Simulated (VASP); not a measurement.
# MnO (P6_3mc) in VASP: notebook

MnO is run at these levels: PBEsol; tasks: single point.

Everything below comes from runs of VASP 6.6.1. Logs are shortened: lines on timing, memory, paths and dates and some standing lists are left out, and cuts for length are marked.

## Step 1: The cell of the first run

It takes space group P6_3mc (No. 186, hexagonal). Conventional cell: a = 3.394 Å, b = 3.394 Å, c = 5.421 Å, α = 90.00°, β = 90.00°, γ = 120.00°. Within 2.6 Å of Mn (site symmetry 3m) lie 4 O at 1.98 to 2.09 Å. Within 2.6 Å of O (site symmetry 3m) lie 4 Mn at 1.98 to 2.09 Å.

## Step 2: Single point, PBEsol, collinear spin, ferromagnetic start (13.52 Å³/atom)

INCAR reads:

```
PREC = Accurate ; ENCUT = 520
EDIFF = 1E-6 ; ISMEAR = -1
SIGMA = 0.05 ; LREAL = False
LASPH = True ; NELM = 150
ALGO = Normal ; ISIF = 2
LWAVE = False ; LCHARG = False
ISPIN = 2 ; MAGMOM = 4 4 0 0
LORBIT = 11 ; LMAXMIX = 4
GGA = PS ; NBANDS = 31
```

KPOINTS reads:

```
regular mesh
0
Gamma
  14 14 8
```

POSCAR reads:

```
MnO
1.0
    3.3940307253      0.0000000000      0.0000000000
   -1.6970153626      2.9393168293      0.0000000000
    0.0000000000      0.0000000000      5.4211666023
Mn O
2 2
Direct
    0.3333333333      0.6666666667      0.0109600000
    0.6666666667      0.3333333333      0.5109600000
    0.3333333333      0.6666666667      0.3754700000
    0.6666666667      0.3333333333      0.8754700000
```

Potentials or basis: VASP PAW PBE potentials, release 64 (Mn_pv, O).

The run is started by

```sh
> cat potpaw_PBE.64/Mn_pv/POTCAR potpaw_PBE.64/O/POTCAR > POTCAR
> mpirun -np 1 vasp_std > vasp.out
```

OUTCAR:

```text
PREC = Accurate
   ENCUT = 520
   EDIFF = 1E-6
   ISMEAR = -1
   LREAL = False
   LASPH = True
   NELM = 150
   ISIF = 2
   ISPIN = 2
   LORBIT = 11
   GGA = PS

 ion  position               nearest neighbor table
   1  0.333  0.667  0.011-   3 1.98   4 2.09   4 2.09   4 2.09
   2  0.667  0.333  0.511-   4 1.98   3 2.09   3 2.09   3 2.09
   3  0.333  0.667  0.375-   1 1.98   2 2.09   2 2.09   2 2.09
   4  0.667  0.333  0.875-   2 1.98   1 2.09   1 2.09   1 2.09

  LATTYP: Found a hexagonal cell.
 ALAT       =     3.3940307253
 C/A-ratio  =     1.5972650341

  Lattice vectors:

 A1 = (   3.3940307253,   0.0000000000,   0.0000000000)
 A2 = (  -1.6970153626,   2.9393168293,   0.0000000000)
 A3 = (   0.0000000000,   0.0000000000,   5.4211666023)

Analysis of symmetry for initial positions (statically):
=====================================================================
 Subroutine PRICEL returns:
 Original cell was already a primitive cell.

 Routine SETGRP: Setting up the symmetry group for a
 hexagonal supercell.

 Subroutine GETGRP returns: Found 12 space group operations
 (whereof  6 operations were pure point group operations)
 out of a pool of 24 trial point group operations.

The static configuration has the point symmetry C_3v.
 The point group associated with its full space group is C_6v.

Analysis of symmetry for dynamics (positions and initial velocities):
=====================================================================
 Subroutine PRICEL returns:
 Original cell was already a primitive cell.

 Routine SETGRP: Setting up the symmetry group for a
 hexagonal supercell.

 Subroutine GETGRP returns: Found 12 space group operations
 (whereof  6 operations were pure point group operations)
 out of a pool of 24 trial point group operations.

The dynamic configuration has the point symmetry C_3v.
 The point group associated with its full space group is C_6v.

Analysis of structural, dynamic, and magnetic symmetry:
=====================================================================
 Subroutine PRICEL returns:
 Original cell was already a primitive cell.

 Routine SETGRP: Setting up the symmetry group for a
 hexagonal supercell.

 Subroutine GETGRP returns: Found 12 space group operations
 (whereof  6 operations were pure point group operations)
 out of a pool of 24 trial point group operations.

The overall configuration has the point symmetry C_3v.
 The point group associated with its full space group is C_6v.

 Subroutine INISYM returns: Found 12 space group operations
 (whereof  6 operations are pure point group operations),
 and found     1 'primitive' translations

----------------------------------------------------------------------------------------

                                     Primitive cell

  volume of cell :      54.0823

  direct lattice vectors                    reciprocal lattice vectors
     3.394030725  0.000000000  0.000000000     0.294634928  0.170107555  0.000000000
    -1.697015363  2.939316829  0.000000000     0.000000000  0.340215111  0.000000000
     0.000000000  0.000000000  5.421166602     0.000000000  0.000000000  0.184462141

  length of vectors
     3.394030725  3.394030725  5.421166602     0.340215111  0.340215111  0.184462141

  position of ions in fractional coordinates (direct lattice)
     0.333333333  0.666666667  0.010960000
     0.666666667  0.333333333  0.510960000
     0.333333333  0.666666667  0.375470000
     0.666666667  0.333333333  0.875470000

  ion indices of the primitive-cell ions
   primitive index   ion index
                 1           1
                 2           2
                 3           3
                 4           4

----------------------------------------------------------------------------------------

 KPOINTS: regular mesh

Automatic generation of k-mesh.
 Grid dimensions read from file:
 generate k-points for:   14   14    8

 Generating k-lattice:

  Cartesian coordinates                     Fractional coordinates (reciprocal lattice)
     0.021045352  0.012150540  0.000000000     0.071428571 -0.000000000  0.000000000
     0.000000000  0.024301079  0.000000000     0.000000000  0.071428571  0.000000000
     0.000000000  0.000000000  0.023057768     0.000000000  0.000000000  0.125000000

  Length of vectors
     0.024301079  0.024301079  0.023057768

  Shift w.r.t. Gamma in fractional coordinates (k-lattice)
     0.000000000  0.000000000  0.000000000

 Subroutine IBZKPT returns following result:
 ===========================================

 Found    120 irreducible k-points:

 Following reciprocal coordinates:
            Coordinates               Weight
  0.000000  0.000000  0.000000      1.000000
  0.071429 -0.000000  0.000000      6.000000
  0.142857  0.000000  0.000000      6.000000
  0.214286  0.000000  0.000000      6.000000
  0.285714 -0.000000  0.000000      6.000000
  0.357143 -0.000000  0.000000      6.000000
[... 16 lines left out ...]
  0.285714  0.285714  0.000000      6.000000
  0.357143  0.285714  0.000000      6.000000
 [... further k-points ...]
   k-points           NKPTS =    120   k-points in BZ     NKDIM =    120   number of bands    NBANDS=     31
   number of dos      NEDOS =    301   number of ions     NIONS =      4
   total plane-waves  NPLWV =  31360
   dimension x,y,z NGX =    28 NGY =   28 NGZ =   40
   dimension x,y,z NGXF=    56 NGYF=   56 NGZF=   80
   ions per type =               2   2
   NGX,Y,Z   is equivalent  to a cutoff of  13.71, 13.71, 12.27 a.u.
   NGXF,Y,Z  is equivalent  to a cutoff of  27.43, 27.43, 24.53 a.u.
 SYSTEM =  unknown system
   PREC   = accura    normal or accurate (medium, high low for compatibility)
   ISTART =      0    job   : 0-new  1-cont  2-samecut
   ICHARG =      2    charge: 1-file 2-atom 10-const
   ISPIN  =      2    spin polarized calculation?
   LNONCOLLINEAR =      F non collinear calculations
   LSORBIT =      F    spin-orbit coupling
   LASPH  =      T    aspherical Exc in radial PAW
   ENCUT  =  520.0 eV  38.22 Ry    6.18 a.u.   6.31  6.31 10.08*2*pi/ulx,y,z
   NELM   =    150;   NELMIN=  2; NELMDL= -5     # of ELM steps
   EDIFF  = 0.1E-05   stopping-criterion for ELM
   LREAL  =      F    real-space projection
   EDIFFG = 0.1E-04   stopping-criterion for IOM
   NSW    =      0    number of steps for IOM
   IBRION =     -1    ionic relax: 0-MD 1-quasi-New 2-CG
   NFREE  =      0    steps in history (QN), initial steepest desc. (CG)
   ISIF   =      2    stress and relaxation
   ISYM   =      2    0-nonsym 1-usesym 2-fastsym
   POTIM  = 0.5000    time-step for ionic-motion
   TEBEG  =    0.0;   TEEND  =   0.0 temperature during run
   PSTRESS=    0.0 pullay stress
   NELECT =      38.0000    total number of electrons
   NUPDOWN=      -1.0000    fix difference up-down
   EMIN   =  10.00;   EMAX   =-10.00  energy-range for DOS
   EFERMI =   0.00;   METHOD = LEGACY
   ISMEAR =    -1;   SIGMA  =   0.05  broadening in eV -4-tet -1-fermi 0-gaus
   EFERMI_NEDOS =   21; number of points for ismear=-14 and -15
   IALGO  =     38    algorithm
   IMIX   =      4    mixing-type and parameters
     AMIX     =   0.40;   BMIX     =  1.00
     AMIX_MAG =   1.60;   BMIX_MAG =  1.00
  volume/ion in A,a.u.               =      13.52        91.24
  Fermi-wavevector in a.u.,A,eV,Ry     =   1.455407  2.750320 28.819981  2.118209
  Thomas-Fermi vector in A             =   2.572445
   LORBIT       =     11    0 simple, 1 ext, 2 COOP (PROOUT), +10 PAW based schemes
   GGA     = PS    functional components
   LHFCALC =     F    Hartree Fock is set to
   AEXX    =    0.0000 exact exchange contribution
   IVDW    =     0    specifies the selected vdW correction
   LEPSILON=     F    determine dielectric tensor
   LRPA    =     F    only Hartree local field effects (RPA)
 spin polarized calculation
  energy-cutoff  :      520.00
  volume of cell :       54.08
 maximum number of plane-waves:      1472
 NGX is ok and might be reduce to    28
   NGX = 13   NGY = 13   NGZ = 21

 number of electron      37.9999996 magnetization      10.0003964

 number of electron      37.9999996 magnetization       9.9940343

 Free energy of the ion-electron system (eV)
  ---------------------------------------------------
  ext. energy  EPLUGINS =         0.00000000
  ---------------------------------------------------
  free energy    TOTEN  =       -34.26397388 eV

  energy without entropy =      -34.26123290  energy(sigma->0) =      -34.26260339

 E-fermi :   5.5136     XC(G=0): -10.7206

 val. band max:        5.4957925520   @ k =   0.0000   0.0000   0.0000
 cond. band min:       5.5317524998   @ k =   0.0000   0.0000   0.1250
 fundamental gap:      0.0359599479
 Fermi energy:         5.5136352495

 spin component 1

 k-point     1 :       0.0000    0.0000    0.0000
  band No.  band energies     occupation
      1     -44.9172      1.00000
      2     -44.9172      1.00000
      3     -44.9123      1.00000
      4     -44.9117      1.00000
      5     -44.9117      1.00000
      6     -44.8777      1.00000
[... 23 lines left out ...]
     30      17.5113      0.00000
     31      17.8367      0.00000

 k-point     2 :       0.0714   -0.0000    0.0000
  band No.  band energies     occupation
      1     -44.9183      1.00000
      2     -44.9175      1.00000
      3     -44.9128      1.00000
      4     -44.9119      1.00000
      5     -44.9117      1.00000
      6     -44.8780      1.00000
[... 23 lines left out ...]
     30      17.4377      0.00000
     31      18.0232      0.00000

 k-point     3 :       0.1429    0.0000    0.0000
  band No.  band energies     occupation
      1     -44.9213      1.00000
      2     -44.9184      1.00000
      3     -44.9158      1.00000
      4     -44.9124      1.00000
      5     -44.9101      1.00000
      6     -44.8788      1.00000
[... 703 lines left out ...]
     30      14.9541      0.00000
     31      15.0205      0.00000

 k-point    24 :       0.3571    0.2857    0.0000
  band No.  band energies     occupation
      1     -44.9331      1.00000
      2     -44.9308      1.00000
      3     -44.9302      1.00000
      4     -44.9225      1.00000
      5     -44.8935      1.00000
      6     -44.8907      1.00000
[... 23 lines left out ...]
     30      14.8772      0.00000
     31      15.2261      0.00000

 [... further k-points ...]

 spin component 2

 k-point     1 :       0.0000    0.0000    0.0000
  band No.  band energies     occupation
      1     -40.2586      1.00000
      2     -40.2357      1.00000
      3     -40.2357      1.00000
      4     -40.2285      1.00000
      5     -40.2285      1.00000
      6     -40.2120      1.00000
[... 23 lines left out ...]
     30      18.5769      0.00000
     31      19.3863      0.00000

 k-point     2 :       0.0714   -0.0000    0.0000
  band No.  band energies     occupation
      1     -40.2580      1.00000
      2     -40.2369      1.00000
      3     -40.2361      1.00000
      4     -40.2299      1.00000
      5     -40.2287      1.00000
      6     -40.2123      1.00000
[... 23 lines left out ...]
     30      18.8680      0.00000
     31      19.4228      0.00000

 k-point     3 :       0.1429    0.0000    0.0000
  band No.  band energies     occupation
      1     -40.2563      1.00000
      2     -40.2403      1.00000
      3     -40.2372      1.00000
      4     -40.2340      1.00000
      5     -40.2294      1.00000
      6     -40.2133      1.00000
[... 703 lines left out ...]
     30      16.5669      0.00000
     31      16.8796      0.00000

 k-point    24 :       0.3571    0.2857    0.0000
  band No.  band energies     occupation
      1     -40.2571      1.00000
      2     -40.2549      1.00000
      3     -40.2532      1.00000
      4     -40.2423      1.00000
      5     -40.2325      1.00000
      6     -40.2289      1.00000
[... 23 lines left out ...]
     30      16.4462      0.00000
     31      16.7418      0.00000

 [... further k-points ...]

------------------------ aborting loop because EDIFF is reached ----------------------------------------

  FORCE on cell =-STRESS in cart. coord.  units (eV):
  Direction    XX          YY          ZZ          XY          YZ          ZX
  --------------------------------------------------------------------------------------
  -------------------------------------------------------------------------------------
  Total       -1.1667747     -1.1667747      1.0694744     -0.0000000      0.0000000      0.0000000
  in kB      -34.5654865    -34.5654865     31.6829819     -0.0000000      0.0000000      0.0000000
  external PRESSURE =     -12.4826637 kB  Pullay stress =       0.0000000 kB

 VOLUME and BASIS-vectors are now :
 -----------------------------------------------------------------------------
  energy-cutoff  :      520.00
  volume of cell :       54.08
      direct lattice vectors                 reciprocal lattice vectors
     3.394030725  0.000000000  0.000000000     0.294634928  0.170107555  0.000000000
    -1.697015363  2.939316829  0.000000000     0.000000000  0.340215111  0.000000000
     0.000000000  0.000000000  5.421166602     0.000000000  0.000000000  0.184462141

 POSITION                                       TOTAL-FORCE (eV/Angst)
 -----------------------------------------------------------------------------------
     -0.00000      1.95954      0.05942        -0.000000      0.000000     -0.562776
      1.69702      0.97977      2.77000         0.000000      0.000000     -0.562776
     -0.00000      1.95954      2.03549         0.000000     -0.000000      0.562776
      1.69702      0.97977      4.74607        -0.000000      0.000000      0.562776
 -----------------------------------------------------------------------------------
    total drift:                               -0.000000      0.000001      0.001732

  FREE ENERGIE OF THE ION-ELECTRON SYSTEM (eV)
  ---------------------------------------------------
  free  energy   TOTEN  =       -34.2639738846 eV

  energy  without entropy=      -34.2612328984  energy(sigma->0) =      -34.26260339

 total charge

# of ion       s       p       d       tot
------------------------------------------
    1        0.240   6.226   4.944  11.410
    2        0.240   6.226   4.944  11.410
    3        1.550   3.433   0.000   4.983
    4        1.550   3.433   0.000   4.983
--------------------------------------------------
tot          3.581  19.317   9.888  32.786

 magnetization (x)

# of ion       s       p       d       tot
------------------------------------------
    1        0.038   0.061   4.310   4.409
    2        0.038   0.061   4.310   4.409
    3        0.019   0.175   0.000   0.194
    4        0.019   0.175   0.000   0.194
--------------------------------------------------
tot          0.114   0.473   8.621   9.207
```

Run time: 5.7 min. Hardware: 1 thread of Intel Xeon 8259CL, shared host; peak memory 0.39 GiB.

What came out:

```yaml
Free_energy: -34.2640 eV
Pressure: -1.2 GPa
Largest_force: 0.563 eV/Å
Band_gap_on_the_k_mesh: zero (filled and empty bands overlap)
Net_moment: 9.99 μB per cell
Site_moments: Mn +4.41; O +0.19 μB
Valence_electrons_inside_the_program's_atomic_spheres: Mn 11.41; O 4.98
```

Forces on the atoms (eV/Å):
```
Mn   0.000  0.000 -0.563
Mn   0.000  0.000 -0.563
O    0.000  0.000  0.563
O    0.000  0.000  0.563
```

Stress tensor (GPa, compression positive):
```
-3.46  0.00  0.00
 0.00 -3.46  0.00
 0.00  0.00  3.17
```

Levels at points of the mesh, in eV from the Fermi level:
Spin up:
```tsv
k point	band 22	band 23	band 24	band 25	band 26	band 27
(0.00, 0.00, 0.00)	-1.06	-0.02	-0.02	0.04	3.55	5.47
(0.50, 0.00, 0.00)	-1.89	-0.88	-0.73	3.75	4.17	5.70
(0.00, 0.00, 0.50)	-0.56	-0.56	-0.56	1.14	1.14	8.23
(0.50, 0.00, 0.50)	-1.31	-1.22	-1.22	3.73	3.73	5.99
```
Spin down:
```csv
k point,band 11,band 12,band 13,band 14,band 15,band 16,band 17,band 18
"(0.00, 0.00, 0.00)",-4.80,-4.80,-4.61,-4.61,-0.14,0.97,0.97,1.11
"(0.50, 0.00, 0.00)",-5.23,-4.81,-4.72,-4.55,0.44,0.47,1.25,1.51
"(0.00, 0.00, 0.50)",-4.72,-4.72,-4.72,-4.72,1.42,1.42,1.44,1.44
"(0.50, 0.00, 0.50)",-4.82,-4.82,-4.64,-4.64,0.93,0.93,1.52,1.52
```

Caveat: the stress differs along the axes, from -3 to 3 GPa; the PAW data sets were made with another functional, which shifts forces and pressure a little; semilocal functionals often make such compounds metallic where correlation or magnetic order opens a gap, which also shifts bond lengths; the run started ferromagnetic, and an antiferromagnetic order may lie lower in energy.

(Continued in part 2 of 2.)

The gap in the log of VASP goes by the Fermi energy; the results here count the filled bands.